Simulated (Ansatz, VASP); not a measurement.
## MgO: VASP beside Ansatz

The input INCAR:

```
SYSTEM = MgO
ALGO = Normal
EDIFF = 1E-6
EDIFFG = -0.02
ENCUT = 600
GGA = PS
IBRION = 2
ISIF = 3
ISMEAR = -1
IVDW = 13
LASPH = .TRUE.
LCHARG = .FALSE.
LREAL = .FALSE.
LWAVE = .FALSE.
NELM = 100
NSW = 80
PREC = Accurate
SIGMA = 0.05
```

Contents of KPOINTS:

```
k-points
0
G
  11 11 11
  0 0 0
```

Contents of POSCAR:

```
MgO
1.0
    0.0000000000      2.0970013927      2.0970013927
    2.0970013927      0.0000000000      2.0970013927
    2.0970013927      2.0970013927      0.0000000000
Mg O
1 1
Direct
    0.0000000000      0.0000000000      0.0000000000
    0.5000000000      0.5000000000      0.5000000000
```

File input.yaml:

```yaml
crystal:
  lattice:
    - [0.0, 2.0970013927, 2.0970013927]
    - [2.0970013927, 0.0, 2.0970013927]
    - [2.0970013927, 2.0970013927, 0.0]
  atoms:
    - { symbol: Mg, position: [0.0, 0.0, 0.0] }
    - { symbol: O, position: [0.5, 0.5, 0.5] }
kpoints:
  mp_grid: { grid: [11, 11, 11] }
scf:
  occupations: { method: fermi_dirac, width: 0.05 }
hamiltonian:
  xc: pbesol
  dispersion: d4
  pseudopotentials: { kind: all_electron, lapw: { basis_error: 0.001 } }
output:
  forces: true
  stress: true
relax:
  f_tol: 0.02
  max_steps: 60
  cell: {}
```

Alike in both runs: task relaxation of cell and atoms; functional PBEsol; dispersion D4; k mesh 11 × 11 × 11; occupations fermi-dirac, width 0.05 eV; no spin polarisation.

|  | VASP | Ansatz |
| --- | --- | --- |
| version | VASP 6.6.1 | Ansatz 0.2.0 |
| potentials or method | VASP PAW PBE potentials, release 64 (Mg, O), cutoff 600 eV | all-electron LAPW, scalar-relativistic |

|  | VASP | Ansatz | Ansatz less VASP |
| --- | --- | --- | --- |
| relaxed volume (Å³/atom) | 9.22 | 9.26 | +0.034 |
| relaxed cell length with the largest relative difference (Å) | 2.966 | 2.969 | +0.0037 |

VASP's potentials were made for PBE, not for PBEsol. Ansatz ran all-electron here, and VASP with PAW potentials.

Noted on VASP's run: the relaxation stopped at its first step, so nothing moved.
